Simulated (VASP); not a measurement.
# TaN (P4_2/mmc) in VASP: single point with PBE0

Aim: the single point of TaN with PBE0.

Program: VASP 6.6.1. These are calculated values, not measurements. Logs are shortened: lines on timing, memory, paths and dates and some standing lists are left out, and cuts for length are marked.

## (1) The cell of the first run

The structure is tetragonal, space group P4_2/mmc (No. 131). Conventional cell: a = 3.663 Å, b = 3.663 Å, c = 4.560 Å, α = 90.00°, β = 90.00°, γ = 90.00°. Ta (site symmetry mmm) has 4 N at 2.16 Å within 2.9 Å. Within 2.9 Å of N (site symmetry -4m2) lie 4 Ta at 2.16 Å and 2 N at 2.28 Å.

## (2) Single point, PBE0

Contents of POSCAR:

```
TaN
1.0
    3.6630404800      0.0000000000      0.0000000000
    0.0000000000      3.6630404800      0.0000000000
    0.0000000000      0.0000000000      4.5604939800
Ta N
2 2
Direct
    0.0000000000      0.5000000000      0.0000000000
    0.5000000000      0.0000000000      0.5000000000
    0.0000000000      0.0000000000      0.2500000000
    0.0000000000      0.0000000000      0.7500000000
```

Contents of INCAR.step1:

```
PREC     = Accurate       # precision mode
ENCUT    = 520            # plane-wave cutoff, eV
EDIFF    = 1E-5           # SCF threshold, eV
ISMEAR   = -1             # smearing method
SIGMA    = 0.05           # smearing width, eV
LREAL    = F              # projectors in reciprocal space
LASPH    = T              # aspherical terms in the spheres
NELM     = 100            # most SCF steps
ALGO     = Normal         # electronic algorithm
ISIF     = 2              # what is computed and relaxed
LWAVE    = T              # write WAVECAR
LCHARG   = F              # write CHGCAR
GGA      = PE             # functional
NBANDS   = 24             # bands
```

Contents of INCAR.step2:

```
PREC     = Accurate       # precision mode
ENCUT    = 520            # plane-wave cutoff, eV
EDIFF    = 1E-7           # SCF threshold, eV
ISMEAR   = -1             # smearing method
SIGMA    = 0.05           # smearing width, eV
LREAL    = F              # projectors in reciprocal space
LASPH    = T              # aspherical terms in the spheres
NELM     = 100            # most SCF steps
ALGO     = Normal         # electronic algorithm
ISIF     = 2              # what is computed and relaxed
LWAVE    = F              # write WAVECAR
LCHARG   = F              # write CHGCAR
GGA      = PE             # functional
LHFCALC  = T              # exact exchange
AEXX     = 0.25           # exact-exchange fraction
PRECFOCK = Normal       
ISTART   = 1            
NBANDS   = 24             # bands
```

Contents of KPOINTS:

```
Automatic mesh
0
Gamma
  4 4 4
```

Potentials or basis: VASP PAW PBE potentials, release 64 (Ta_pv, N).

Launch:

```bash
> cat potpaw_PBE.64/Ta_pv/POTCAR potpaw_PBE.64/N/POTCAR > POTCAR
> cp INCAR.step1 INCAR
> mpirun -np 1 vasp_std > vasp.out
> cp INCAR.step2 INCAR
> mpirun -np 1 vasp_std > vasp.out
```

OUTCAR:

```text
PREC = Accurate
   ENCUT = 520
   EDIFF = 1E-7
   ISMEAR = -1
   LREAL = F
   LASPH = T
   NELM = 100
   ISIF = 2
   GGA = PE
   LHFCALC = T
   AEXX = 0.25
   PRECFOCK = Normal
   ISTART = 1

 ion  position               nearest neighbor table
   1  0.000  0.500  0.000-   3 2.16   4 2.16   3 2.16   4 2.16   2 3.45   2 3.45   2 3.45   2 3.45
                             2 3.45   2 3.45   2 3.45   2 3.45
   2  0.500  0.000  0.500-   3 2.16   4 2.16   3 2.16   4 2.16   1 3.45   1 3.45   1 3.45   1 3.45
                             1 3.45   1 3.45   1 3.45   1 3.45
   3  0.000  0.000  0.250-   1 2.16   2 2.16   1 2.16   2 2.16
   4  0.000  0.000  0.750-   1 2.16   2 2.16   1 2.16   2 2.16

  LATTYP: Found a simple tetragonal cell.
 ALAT       =     3.6630404800
 C/A-ratio  =     1.2450023430

  Lattice vectors:

 A1 = (   3.6630404800,   0.0000000000,   0.0000000000)
 A2 = (   0.0000000000,   3.6630404800,   0.0000000000)
 A3 = (   0.0000000000,   0.0000000000,   4.5604939800)

Analysis of symmetry for initial positions (statically):
=====================================================================
 Subroutine PRICEL returns:
 Original cell was already a primitive cell.

 Routine SETGRP: Setting up the symmetry group for a
 simple tetragonal supercell.

 Subroutine GETGRP returns: Found 16 space group operations
 (whereof  8 operations were pure point group operations)
 out of a pool of 16 trial point group operations.

The static configuration has the point symmetry D_2h.
 The point group associated with its full space group is D_4h.

Analysis of symmetry for dynamics (positions and initial velocities):
=====================================================================
 Subroutine PRICEL returns:
 Original cell was already a primitive cell.

 Routine SETGRP: Setting up the symmetry group for a
 simple tetragonal supercell.

 Subroutine GETGRP returns: Found 16 space group operations
 (whereof  8 operations were pure point group operations)
 out of a pool of 16 trial point group operations.

The dynamic configuration has the point symmetry D_2h.
 The point group associated with its full space group is D_4h.

 Subroutine INISYM returns: Found 16 space group operations
 (whereof  8 operations are pure point group operations),
 and found     1 'primitive' translations

----------------------------------------------------------------------------------------

                                     Primitive cell

  volume of cell :      61.1921

  direct lattice vectors                    reciprocal lattice vectors
     3.663040480  0.000000000  0.000000000     0.272997256  0.000000000  0.000000000
     0.000000000  3.663040480  0.000000000     0.000000000  0.272997256  0.000000000
     0.000000000  0.000000000  4.560493980     0.000000000  0.000000000  0.219274492

  length of vectors
     3.663040480  3.663040480  4.560493980     0.272997256  0.272997256  0.219274492

  position of ions in fractional coordinates (direct lattice)
     0.000000000  0.500000000  0.000000000
     0.500000000  0.000000000  0.500000000
     0.000000000  0.000000000  0.250000000
     0.000000000  0.000000000  0.750000000

  ion indices of the primitive-cell ions
   primitive index   ion index
                 1           1
                 2           2
                 3           3
                 4           4

----------------------------------------------------------------------------------------

 KPOINTS: Automatic mesh

Automatic generation of k-mesh.
 Grid dimensions read from file:
 generate k-points for:    4    4    4

 Generating k-lattice:

  Cartesian coordinates                     Fractional coordinates (reciprocal lattice)
     0.068249314  0.000000000  0.000000000     0.250000000  0.000000000  0.000000000
     0.000000000  0.068249314  0.000000000     0.000000000  0.250000000  0.000000000
     0.000000000  0.000000000  0.054818623     0.000000000  0.000000000  0.250000000

  Length of vectors
     0.068249314  0.068249314  0.054818623

  Shift w.r.t. Gamma in fractional coordinates (k-lattice)
     0.000000000  0.000000000  0.000000000

 Subroutine IBZKPT returns following result:
 ===========================================

 Found     18 irreducible k-points:

 Following reciprocal coordinates:
            Coordinates               Weight
  0.000000  0.000000  0.000000      1.000000
  0.250000  0.000000  0.000000      4.000000
  0.500000  0.000000  0.000000      2.000000
  0.250000  0.250000  0.000000      4.000000
  0.500000  0.250000  0.000000      4.000000
  0.500000  0.500000  0.000000      1.000000
[... 10 lines left out ...]
  0.500000  0.250000  0.500000      4.000000
  0.500000  0.500000  0.500000      1.000000
   k-points           NKPTS =     18   k-points in BZ     NKDIM =     64   number of bands    NBANDS=     24
   number of dos      NEDOS =    301   number of ions     NIONS =      4
   total plane-waves  NPLWV =  28224
   dimension x,y,z NGX =    28 NGY =   28 NGZ =   36
   dimension x,y,z NGXF=    56 NGYF=   56 NGZF=   72
   ions per type =               2   2
   NGX,Y,Z   is equivalent  to a cutoff of  12.71, 12.71, 13.12 a.u.
   NGXF,Y,Z  is equivalent  to a cutoff of  25.42, 25.42, 26.25 a.u.
 SYSTEM =  unknown system
   PREC   = accura    normal or accurate (medium, high low for compatibility)
   ISTART =      1    job   : 0-new  1-cont  2-samecut
   ICHARG =      0    charge: 1-file 2-atom 10-const
   ISPIN  =      1    spin polarized calculation?
   LNONCOLLINEAR =      F non collinear calculations
   LSORBIT =      F    spin-orbit coupling
   LASPH  =      T    aspherical Exc in radial PAW
   ENCUT  =  520.0 eV  38.22 Ry    6.18 a.u.   6.81  6.81  8.48*2*pi/ulx,y,z
   NELM   =    100;   NELMIN=  2; NELMDL=  0     # of ELM steps
   EDIFF  = 0.1E-06   stopping-criterion for ELM
   LREAL  =      F    real-space projection
   EDIFFG = 0.1E-05   stopping-criterion for IOM
   NSW    =      0    number of steps for IOM
   IBRION =     -1    ionic relax: 0-MD 1-quasi-New 2-CG
   NFREE  =      0    steps in history (QN), initial steepest desc. (CG)
   ISIF   =      2    stress and relaxation
   ISYM   =      3    0-nonsym 1-usesym 2-fastsym
   POTIM  = 0.5000    time-step for ionic-motion
   TEBEG  =    0.0;   TEEND  =   0.0 temperature during run
   PSTRESS=    0.0 pullay stress
   NELECT =      32.0000    total number of electrons
   NUPDOWN=      -1.0000    fix difference up-down
   EMIN   =  10.00;   EMAX   =-10.00  energy-range for DOS
   EFERMI =   0.00;   METHOD = LEGACY
   ISMEAR =    -1;   SIGMA  =   0.05  broadening in eV -4-tet -1-fermi 0-gaus
   EFERMI_NEDOS =   21; number of points for ismear=-14 and -15
   IALGO  =     38    algorithm
   IMIX   =      1    mixing-type and parameters
     AMIX     =   0.40;   BMIX     =  1.00
     AMIX_MAG =   1.60;   BMIX_MAG =  1.00
  volume/ion in A,a.u.               =      15.30       103.24
  Fermi-wavevector in a.u.,A,eV,Ry     =   1.318944  2.492443 23.668878  1.739613
  Thomas-Fermi vector in A             =   2.448878
   LORBIT       =      0    0 simple, 1 ext, 2 COOP (PROOUT), +10 PAW based schemes
   GGA     = PE    functional components
   LHFCALC =     T    Hartree Fock is set to
   PRECFOCK=normal    Normal, Fast or Accurate (Low or Medium for compatibility)
   ENCUT4O =  -1.0   cutoff for four orbital integrals eV
   NKREDX  =     1    reduce k-point grid by
   NKREDY  =     1    reduce k-point grid by
   NKREDZ  =     1    reduce k-point grid by
   AEXX    =    0.2500 exact exchange contribution
   HFSCREEN=    0.0000 screening length (either q_TF or 0.3 A-1)
   HFSCREENC=   0.0000 screening length for correlation (either q_TF or 0.3 A-1)
   ENCUTFOCK=  -1.0 apply spherical cutoff to Coloumb kernel
   IVDW    =     0    specifies the selected vdW correction
   LEPSILON=     F    determine dielectric tensor
   LRPA    =     F    only Hartree local field effects (RPA)
 non-spin polarized calculation
  energy-cutoff  :      520.00
  volume of cell :       61.19
 maximum number of plane-waves:      1664
 NGX is ok and might be reduce to    28
  NGX = 24; NGY = 24; NGZ = 28

 number of electron      31.9999996 magnetization

 Free energy of the ion-electron system (eV)
  ---------------------------------------------------
  ext. energy  EPLUGINS =         0.00000000
  ---------------------------------------------------
  free energy    TOTEN  =       -51.30230355 eV

  energy without entropy =      -51.29941460  energy(sigma->0) =      -51.30085908

 E-fermi :   5.1652     XC(G=0):  -8.9300

 val. band max:        4.8161191252   @ k =   0.2500   0.0000   0.5000
 cond. band min:       5.1719555254   @ k =   0.5000   0.0000   0.0000
 fundamental gap:      0.3558364002
 Fermi energy:         5.1652380260

 k-point     1 :       0.0000    0.0000    0.0000
  band No.  band energies     occupation
      1     -34.0542      2.00000
      2     -33.8131      2.00000
      3     -33.8131      2.00000
      4     -33.7739      2.00000
      5     -33.6436      2.00000
      6     -33.6436      2.00000
[... 16 lines left out ...]
     23      10.4367      0.00000
     24      12.8445      0.00000

 k-point     2 :       0.2500    0.0000    0.0000
  band No.  band energies     occupation
      1     -34.0078      2.00000
      2     -33.8667      2.00000
      3     -33.8092      2.00000
      4     -33.7911      2.00000
      5     -33.7091      2.00000
      6     -33.6563      2.00000
[... 16 lines left out ...]
     23      11.9484      0.00000
     24      13.1655      0.00000

 k-point     3 :       0.5000    0.0000    0.0000
  band No.  band energies     occupation
      1     -33.9245      2.00000
      2     -33.9059      2.00000
      3     -33.8993      2.00000
      4     -33.7702      2.00000
      5     -33.7616      2.00000
      6     -33.6770      2.00000
[... 16 lines left out ...]
     23      11.3003      0.00000
     24      12.0218      0.00000

 k-point     4 :       0.2500    0.2500    0.0000
  band No.  band energies     occupation
      1     -33.9728      2.00000
      2     -33.9269      2.00000
      3     -33.8322      2.00000
      4     -33.7810      2.00000
      5     -33.7627      2.00000
      6     -33.6621      2.00000
[... 16 lines left out ...]
     23      11.7650      0.00000
     24      12.5384      0.00000

 k-point     5 :       0.5000    0.2500    0.0000
  band No.  band energies     occupation
      1     -33.9910      2.00000
      2     -33.8987      2.00000
      3     -33.8945      2.00000
      4     -33.8138      2.00000
      5     -33.7661      2.00000
      6     -33.6696      2.00000
[... 289 lines left out ...]
 k-point    16 :       0.2500    0.2500    0.5000
  band No.  band energies     occupation
      1     -33.9712      2.00000
      2     -33.9712      2.00000
      3     -33.8037      2.00000
      4     -33.8037      2.00000
      5     -33.6996      2.00000
      6     -33.6996      2.00000
[... 16 lines left out ...]
     23      11.1370      0.00000
     24      11.1370      0.00000

 k-point    17 :       0.5000    0.2500    0.5000
  band No.  band energies     occupation
      1     -34.0198      2.00000
      2     -33.9428      2.00000
      3     -33.8394      2.00000
      4     -33.8017      2.00000
      5     -33.7229      2.00000
      6     -33.7186      2.00000
[... 16 lines left out ...]
     23      10.1442      0.00000
     24      10.9960      0.00000

 k-point    18 :       0.5000    0.5000    0.5000
  band No.  band energies     occupation
      1     -33.9153      2.00000
      2     -33.9153      2.00000
      3     -33.8958      2.00000
      4     -33.8958      2.00000
      5     -33.7622      2.00000
      6     -33.7622      2.00000
[... 16 lines left out ...]
     23      10.7663      0.00000
     24      10.7663      0.00000

------------------------ aborting loop because EDIFF is reached ----------------------------------------

  FORCE on cell =-STRESS in cart. coord.  units (eV):
  Direction    XX          YY          ZZ          XY          YZ          ZX
  --------------------------------------------------------------------------------------
  -------------------------------------------------------------------------------------
  Total      -15.5156526    -15.5156526      2.2269921      0.0000000      0.0000000      0.0000000
  in kB     -406.2424536   -406.2424536     58.3087780      0.0000000      0.0000000      0.0000000
  external PRESSURE =    -251.3920430 kB  Pullay stress =       0.0000000 kB

 VOLUME and BASIS-vectors are now :
 -----------------------------------------------------------------------------
  energy-cutoff  :      520.00
  volume of cell :       61.19
      direct lattice vectors                 reciprocal lattice vectors
     3.663040480  0.000000000  0.000000000     0.272997256  0.000000000  0.000000000
     0.000000000  3.663040480  0.000000000     0.000000000  0.272997256  0.000000000
     0.000000000  0.000000000  4.560493980     0.000000000  0.000000000  0.219274492

 POSITION                                       TOTAL-FORCE (eV/Angst)
 -----------------------------------------------------------------------------------
      0.00000      1.83152      0.00000         0.000000      0.000000      0.000000
      1.83152      0.00000      2.28025         0.000000      0.000000      0.000000
      0.00000      0.00000      1.14012         0.000000      0.000000     -0.000000
      0.00000      0.00000      3.42037         0.000000      0.000000      0.000000
 -----------------------------------------------------------------------------------
    total drift:                               -0.000000     -0.000000      0.000000

  FREE ENERGIE OF THE ION-ELECTRON SYSTEM (eV)
  ---------------------------------------------------
  free  energy   TOTEN  =       -51.3023035472 eV

  energy  without entropy=      -51.2994146034  energy(sigma->0) =      -51.30085908
```

It took 1.7 h on 1 thread of Intel Xeon Platinum 8259CL at 2.50GHz (Skylake/Cascade Lake), shared host; peak memory 0.21 GiB.

Results:

```yaml
Free_energy: -51.3023 eV
Pressure: -25.1 GPa
Band_gap_on_the_k_mesh: zero (bands 16 and 17 overlap by 1.68 eV)
```

Caveat: the k points lie up to 0.43 Å⁻¹ apart, too coarse for converged energies and pressures of a metal; the PAW data sets were made with another functional, which shifts forces and pressure a little; spin-orbit coupling is left out, which moves the levels of the heavy elements.

The gap in the log of VASP goes by the Fermi energy; the results here count the filled bands.